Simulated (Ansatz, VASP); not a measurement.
## One calculation of Na3Be2GaSb3, two programs

```
Na Be Ga Sb
1.0
     8.04406    0.00000    0.00000
    -4.02203    6.96636    0.00000
     0.00000    0.00000    5.96219
Na Be Ga Sb
3 2 1 3
Direct
  0.50000 0.00000 0.50000
  0.00000 0.50000 0.50000
  0.50000 0.50000 0.50000
  0.33333 0.66667 0.00000
  0.66667 0.33333 0.00000
  0.00000 0.00000 0.50000
  0.50000 0.00000 0.00000
  0.00000 0.50000 0.00000
  0.50000 0.50000 0.00000
```

Alike in both runs: functional PBE; k mesh 6 × 6 × 6; occupations gaussian, width 0.1 eV; no spin polarisation.

Ansatz relaxed the structure, and its values are those at the end. VASP's run is a single point on that final structure, the one shown.

```csv
,VASP,Ansatz
version,VASP 6.6.1,Ansatz 0.2.0
potentials or method,"VASP PAW PBE potentials, release 64 (Na_pv, Be, Ga_d, Sb), cutoff 520 eV","scalar-relativistic, plane waves, PAW"
valence electrons in the cell,53,89
```

VASP gave:

| Quantity | Value |
| --- | --- |
| gap on the k mesh at the Fermi level (eV) | none |
| pressure (GPa) | 0.1 |

Problem. Which values does Ansatz return?

Solution. gap on the k mesh at the Fermi level (eV): none; pressure (GPa): 0.0.

A gap of «none» marks a metal or a gap that the smearing closes. With one functional, cell and mesh, what is left measures potentials, basis and numerics. VASP's potentials hold 53 valence electrons a cell and Ansatz's 89, so a difference there can come from the potentials and not from the codes.

Neither program's run includes spin-orbit coupling.
